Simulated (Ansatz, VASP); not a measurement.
Two plane-wave programs on Pt

```
Pt
1.0
     0.00000    1.95903    1.95903
     1.95903    0.00000    1.95903
     1.95903    1.95903    0.00000
Pt
1
Direct
  0.00000 0.00000 0.00000
```

Alike in both runs: task single point; functional PBEsol; k mesh 26 × 26 × 26; occupations gaussian, width 0.15 eV; no spin polarisation.

```csv
,VASP,Ansatz
version,VASP 6.6.1,Ansatz 0.2.0
potentials or method,"VASP PAW PBE potentials, release 64 (Pt), cutoff 520 eV","scalar-relativistic, plane waves, PAW"
valence electrons in the cell,10,18
```

Ansatz gave:

* gap on the k mesh at the Fermi level (eV): none
* pressure (GPa): 0.1

Q: Which values does VASP return?

A: gap on the k mesh at the Fermi level (eV): none; pressure (GPa): -0.3.

VASP's potentials were made for PBE, not for PBEsol. A gap of «none» marks a metal or a gap that the smearing closes. VASP's potentials hold 10 valence electrons a cell and Ansatz's 18, so a difference there can come from the potentials and not from the codes.

Neither program's run includes spin-orbit coupling.
